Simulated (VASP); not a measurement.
# AlN (Fm-3m) in VASP: notebook

The runs below take AlN through single point, with LDA, PBEsol.

Everything below comes from runs of VASP 6.6.1. Logs are shortened: lines on timing, memory, paths and dates and some standing lists are left out, and cuts for length are marked.

### Step 1. The cell of the first run

The structure is cubic, space group Fm-3m (No. 225). Conventional cell: a = 4.038 Å, b = 4.038 Å, c = 4.038 Å, α = 90.00°, β = 90.00°, γ = 90.00°. Within 2.7 Å of Al (site symmetry m-3m) lie 6 N at 2.02 Å. N (site symmetry m-3m) has 6 Al at 2.02 Å within 2.7 Å.

### Step 2. Single point, LDA

INCAR reads:

```
SYSTEM = AlN
  ALGO = Normal
  EDIFF = 1E-6
  ENCUT = 520
  ISIF = 2
  ISMEAR = 0
  LASPH = .TRUE.
  LCHARG = .FALSE.
  LREAL = .FALSE.
  LWAVE = .FALSE.
  NBANDS = 11
  NELM = 100
  PREC = Accurate
  SIGMA = 0.01
```

KPOINTS reads:

```
k-points
0
G
  6 6 6
  0 0 0
```

POSCAR reads:

```
AlN
1.0
    0.0000000000      2.0188684454      2.0188684454
    2.0188684454      0.0000000000      2.0188684454
    2.0188684454      2.0188684454      0.0000000000
Al N
1 1
Direct
    0.0000000000      0.0000000000      0.0000000000
    0.5000000000      0.5000000000      0.5000000000
```

Potentials or basis: VASP PAW LDA potentials, release 64 (Al, N).

Run with:

```bash
$ cat potpaw_LDA.64/Al/POTCAR potpaw_LDA.64/N/POTCAR > POTCAR
$ mpirun -np 1 vasp_std > vasp.out
```

OUTCAR:

```text
SYSTEM = AlN
   EDIFF = 1E-6
   ENCUT = 520
   ISIF = 2
   ISMEAR = 0
   LASPH = .TRUE.
   LREAL = .FALSE.
   NELM = 100
   PREC = Accurate

 ion  position               nearest neighbor table
   1  0.000  0.000  0.000-   2 2.02   2 2.02   2 2.02   2 2.02   2 2.02   2 2.02
   2  0.500  0.500  0.500-   1 2.02   1 2.02   1 2.02   1 2.02   1 2.02   1 2.02

  LATTYP: Found a face centered cubic cell.
 ALAT       =     4.0377368908

  Lattice vectors:

 A1 = (   0.0000000000,   2.0188684454,   2.0188684454)
 A2 = (   2.0188684454,   0.0000000000,   2.0188684454)
 A3 = (   2.0188684454,   2.0188684454,   0.0000000000)

Analysis of symmetry for initial positions (statically):
=====================================================================
 Subroutine PRICEL returns:
 Original cell was already a primitive cell.

 Routine SETGRP: Setting up the symmetry group for a
 face centered cubic supercell.

 Subroutine GETGRP returns: Found 48 space group operations
 (whereof 48 operations were pure point group operations)
 out of a pool of 48 trial point group operations.

The static configuration has the point symmetry O_h .

Analysis of symmetry for dynamics (positions and initial velocities):
=====================================================================
 Subroutine PRICEL returns:
 Original cell was already a primitive cell.

 Routine SETGRP: Setting up the symmetry group for a
 face centered cubic supercell.

 Subroutine GETGRP returns: Found 48 space group operations
 (whereof 48 operations were pure point group operations)
 out of a pool of 48 trial point group operations.

The dynamic configuration has the point symmetry O_h .

 Subroutine INISYM returns: Found 48 space group operations
 (whereof 48 operations are pure point group operations),
 and found     1 'primitive' translations

----------------------------------------------------------------------------------------

                                     Primitive cell

  volume of cell :      16.4571

  direct lattice vectors                    reciprocal lattice vectors
     0.000000000  2.018868445  2.018868445    -0.247663488  0.247663488  0.247663488
     2.018868445  0.000000000  2.018868445     0.247663488 -0.247663488  0.247663488
     2.018868445  2.018868445  0.000000000     0.247663488  0.247663488 -0.247663488

  length of vectors
     2.855111136  2.855111136  2.855111136     0.428965744  0.428965744  0.428965744

  position of ions in fractional coordinates (direct lattice)
     0.000000000  0.000000000  0.000000000
     0.500000000  0.500000000  0.500000000

  ion indices of the primitive-cell ions
   primitive index   ion index
                 1           1
                 2           2

----------------------------------------------------------------------------------------

 KPOINTS: k-points

Automatic generation of k-mesh.
 Grid dimensions read from file:
 generate k-points for:    6    6    6

 Generating k-lattice:

  Cartesian coordinates                     Fractional coordinates (reciprocal lattice)
    -0.041277248  0.041277248  0.041277248     0.166666667  0.000000000  0.000000000
     0.041277248 -0.041277248  0.041277248     0.000000000  0.166666667  0.000000000
     0.041277248  0.041277248 -0.041277248     0.000000000  0.000000000  0.166666667

  Length of vectors
     0.071494291  0.071494291  0.071494291

  Shift w.r.t. Gamma in fractional coordinates (k-lattice)
     0.000000000  0.000000000  0.000000000

 Subroutine IBZKPT returns following result:
 ===========================================

 Found     16 irreducible k-points:

 Following reciprocal coordinates:
            Coordinates               Weight
  0.000000  0.000000  0.000000      1.000000
  0.166667  0.000000  0.000000      8.000000
  0.333333  0.000000  0.000000      8.000000
  0.500000  0.000000  0.000000      4.000000
  0.166667  0.166667  0.000000      6.000000
  0.333333  0.166667  0.000000     24.000000
[... 8 lines left out ...]
 -0.333333  0.333333  0.166667     24.000000
 -0.333333  0.500000  0.166667     12.000000
   k-points           NKPTS =     16   k-points in BZ     NKDIM =     16   number of bands    NBANDS=     11
   number of dos      NEDOS =    301   number of ions     NIONS =      2
   total plane-waves  NPLWV =  13824
   dimension x,y,z NGX =    24 NGY =   24 NGZ =   24
   dimension x,y,z NGXF=    48 NGYF=   48 NGZF=   48
   ions per type =               1   1
   NGX,Y,Z   is equivalent  to a cutoff of  13.97, 13.97, 13.97 a.u.
   NGXF,Y,Z  is equivalent  to a cutoff of  27.95, 27.95, 27.95 a.u.
 SYSTEM =  AlN
   PREC   = accura    normal or accurate (medium, high low for compatibility)
   ISTART =      0    job   : 0-new  1-cont  2-samecut
   ICHARG =      2    charge: 1-file 2-atom 10-const
   ISPIN  =      1    spin polarized calculation?
   LNONCOLLINEAR =      F non collinear calculations
   LSORBIT =      F    spin-orbit coupling
   LASPH  =      T    aspherical Exc in radial PAW
   ENCUT  =  520.0 eV  38.22 Ry    6.18 a.u.   5.31  5.31  5.31*2*pi/ulx,y,z
   NELM   =    100;   NELMIN=  2; NELMDL= -5     # of ELM steps
   EDIFF  = 0.1E-05   stopping-criterion for ELM
   LREAL  =      F    real-space projection
   EDIFFG = 0.1E-04   stopping-criterion for IOM
   NSW    =      0    number of steps for IOM
   IBRION =     -1    ionic relax: 0-MD 1-quasi-New 2-CG
   NFREE  =      0    steps in history (QN), initial steepest desc. (CG)
   ISIF   =      2    stress and relaxation
   ISYM   =      2    0-nonsym 1-usesym 2-fastsym
   POTIM  = 0.5000    time-step for ionic-motion
   TEBEG  =    0.0;   TEEND  =   0.0 temperature during run
   PSTRESS=    0.0 pullay stress
   NELECT =       8.0000    total number of electrons
   NUPDOWN=      -1.0000    fix difference up-down
   EMIN   =  10.00;   EMAX   =-10.00  energy-range for DOS
   EFERMI =   0.00;   METHOD = LEGACY
   ISMEAR =     0;   SIGMA  =   0.01  broadening in eV -4-tet -1-fermi 0-gaus
   EFERMI_NEDOS =   21; number of points for ismear=-14 and -15
   IALGO  =     38    algorithm
   IMIX   =      4    mixing-type and parameters
     AMIX     =   0.40;   BMIX     =  1.00
     AMIX_MAG =   1.60;   BMIX_MAG =  1.00
  volume/ion in A,a.u.               =       8.23        55.53
  Fermi-wavevector in a.u.,A,eV,Ry     =   1.287222  2.432497 22.544046  1.656941
  Thomas-Fermi vector in A             =   2.419249
   LORBIT       =      0    0 simple, 1 ext, 2 COOP (PROOUT), +10 PAW based schemes
   GGA     = CA    functional components
   LHFCALC =     F    Hartree Fock is set to
   AEXX    =    0.0000 exact exchange contribution
   IVDW    =     0    specifies the selected vdW correction
   LEPSILON=     F    determine dielectric tensor
   LRPA    =     F    only Hartree local field effects (RPA)
 non-spin polarized calculation
 Gauss-broadening in eV      SIGMA  =   0.01
  energy-cutoff  :      520.00
  volume of cell :       16.46
 maximum number of plane-waves:       459
 NGX is ok and might be reduce to    24
   NGX = 11   NGY = 11   NGZ = 11

 number of electron       8.0000000 magnetization

 Free energy of the ion-electron system (eV)
  ---------------------------------------------------
  ext. energy  EPLUGINS =         0.00000000
  ---------------------------------------------------
  free energy    TOTEN  =       -16.22134720 eV

  energy without entropy =      -16.22134720  energy(sigma->0) =      -16.22134720

 E-fermi :   9.8336     XC(G=0): -12.5925

 val. band max:        9.7695974353   @ k =   0.0000   0.0000   0.0000
 cond. band min:      14.2646571036   @ k =   0.5000   0.5000   0.0000
 fundamental gap:      4.4950596683
 Fermi energy:         9.8335560688

 k-point     1 :       0.0000    0.0000    0.0000
  band No.  band energies     occupation
      1      -7.6782      2.00000
      2       9.7696      2.00000
      3       9.7696      2.00000
      4       9.7696      2.00000
      5      15.5988      0.00000
      6      21.8001      0.00000
      7      21.8001      0.00000
      8      21.8001      0.00000
      9      27.0346      0.00000
     10      27.4271      0.00000
     11      27.4271      0.00000

 k-point     2 :       0.1667    0.0000    0.0000
  band No.  band energies     occupation
      1      -7.1070      2.00000
      2       7.3918      2.00000
      3       9.4563      2.00000
      4       9.4563      2.00000
      5      16.6963      0.00000
      6      20.4228      0.00000
      7      22.3302      0.00000
      8      22.3302      0.00000
      9      25.1561      0.00000
     10      25.1561      0.00000
     11      27.4200      0.00000

 k-point     3 :       0.3333    0.0000    0.0000
  band No.  band energies     occupation
      1      -5.5721      2.00000
      2       3.5400      2.00000
      3       8.9175      2.00000
      4       8.9175      2.00000
      5      16.3135      0.00000
      6      21.2512      0.00000
      7      21.2512      0.00000
      8      21.8300      0.00000
      9      26.1094      0.00000
     10      27.4438      0.00000
     11      27.4438      0.00000

 k-point     4 :       0.5000    0.0000    0.0000
  band No.  band energies     occupation
      1      -4.3203      2.00000
      2       1.3933      2.00000
      3       8.6808      2.00000
      4       8.6808      2.00000
      5      15.9196      0.00000
      6      20.6020      0.00000
      7      20.6020      0.00000
      8      22.9504      0.00000
      9      25.6844      0.00000
     10      30.2368      0.00000
     11      30.2368      0.00000
[... 127 lines left out ...]
 k-point    14 :       0.5000    0.3333    0.1667
  band No.  band energies     occupation
      1      -4.4191      2.00000
      2       3.7638      2.00000
      3       5.8587      2.00000
      4       7.6299      2.00000
      5      17.8987      0.00000
      6      18.6138      0.00000
      7      19.9739      0.00000
      8      23.6752      0.00000
      9      26.4047      0.00000
     10      30.1936      0.00000
     11      33.3463      0.00000

 k-point    15 :      -0.3333    0.3333    0.1667
  band No.  band energies     occupation
      1      -3.4959      2.00000
      2       2.9156      2.00000
      3       5.0029      2.00000
      4       7.0395      2.00000
      5      17.7944      0.00000
      6      19.0729      0.00000
      7      21.2730      0.00000
      8      22.7589      0.00000
      9      27.6844      0.00000
     10      28.7648      0.00000
     11      34.3705      0.00000

 k-point    16 :      -0.3333    0.5000    0.1667
  band No.  band energies     occupation
      1      -3.1762      2.00000
      2       3.0919      2.00000
      3       5.1882      2.00000
      4       6.0604      2.00000
      5      16.5936      0.00000
      6      17.9919      0.00000
      7      22.3227      0.00000
      8      23.2914      0.00000
      9      27.5869      0.00000
     10      31.1958      0.00000
     11      34.5538      0.00000

------------------------ aborting loop because EDIFF is reached ----------------------------------------

  FORCE on cell =-STRESS in cart. coord.  units (eV):
  Direction    XX          YY          ZZ          XY          YZ          ZX
  --------------------------------------------------------------------------------------
  -------------------------------------------------------------------------------------
  Total       -0.4870352     -0.4870352     -0.4870352     -0.0000000      0.0000000     -0.0000000
  in kB      -47.4151261    -47.4151261    -47.4151261     -0.0000000      0.0000000     -0.0000000
  external PRESSURE =     -47.4151261 kB  Pullay stress =       0.0000000 kB

 VOLUME and BASIS-vectors are now :
 -----------------------------------------------------------------------------
  energy-cutoff  :      520.00
  volume of cell :       16.46
      direct lattice vectors                 reciprocal lattice vectors
     0.000000000  2.018868445  2.018868445    -0.247663488  0.247663488  0.247663488
     2.018868445  0.000000000  2.018868445     0.247663488 -0.247663488  0.247663488
     2.018868445  2.018868445  0.000000000     0.247663488  0.247663488 -0.247663488

 POSITION                                       TOTAL-FORCE (eV/Angst)
 -----------------------------------------------------------------------------------
      0.00000      0.00000      0.00000         0.000000     -0.000000      0.000000
      2.01887      2.01887      2.01887        -0.000000      0.000000      0.000000
 -----------------------------------------------------------------------------------
    total drift:                               -0.000000     -0.000000      0.000000

  FREE ENERGIE OF THE ION-ELECTRON SYSTEM (eV)
  ---------------------------------------------------
  free  energy   TOTEN  =       -16.2213472030 eV

  energy  without entropy=      -16.2213472030  energy(sigma->0) =      -16.22134720
```

Wall time 1.8 s (1 thread of Intel Xeon 6975P-C (Granite Rapids), shared host); peak memory 0.11 GiB.

What came out:

| Item | Value |
| --- | --- |
| Free energy | -16.2213 eV |
| Pressure | -4.7 GPa |
| Band gap on the k mesh | 4.50 eV, indirect (least direct gap 5.83 eV) |

Caveat: the k points lie up to 0.45 Å⁻¹ apart. LDA gaps usually lie below the measured ones, often by a third to a half.

### Step 3. Single point, PBEsol

INCAR reads:

```
PREC = Accurate
ENCUT = 520
EDIFF = 1E-6
ISMEAR = 0
SIGMA = 0.01
LREAL = F
LASPH = T
NELM = 100
ALGO = Normal
ISIF = 2
LWAVE = F
LCHARG = F
GGA = PS
NBANDS = 11
```

KPOINTS reads:

```
regular mesh
0
Gamma
  6 6 6
```

POSCAR is that of step 2.

Potentials or basis: VASP PAW PBE potentials, release 64 (Al, N).

Run with:

```bash
$ cat potpaw_PBE.64/Al/POTCAR potpaw_PBE.64/N/POTCAR > POTCAR
$ mpirun -np 1 vasp_std > vasp.out
```

Run time: 2 s. Hardware: 1 thread of Intel Xeon 6975P-C (Granite Rapids), shared host; peak memory 0.12 GiB.

Results (log left out):

```
Free energy            : -15.4430 eV
Pressure               : 1.4 GPa
Band gap on the k mesh : 4.59 eV, indirect (least direct gap 5.73 eV)
```

Levels at points of the mesh, in eV from the valence-band top:
```
           k point  band 1  band 2  band 3  band 4  band 5  band 6  band 7  band 8  band 9
(0.00, 0.00, 0.00)  -17.59    0.00    0.00    0.00    5.73   12.03   12.03   12.03   17.12
(0.50, 0.00, 0.00)  -14.27   -8.40   -1.10   -1.10    6.07   10.93   10.93   13.32   15.99
(0.50, 0.50, 0.00)  -13.27   -7.48   -2.83   -2.83    4.59    5.13   14.02   17.22   17.22
```

Caveat: the k points lie up to 0.45 Å⁻¹ apart; the PAW data sets were made with another functional, which shifts forces and pressure a little. A hybrid or GW would open this gap; PBEsol tends to underestimate it.
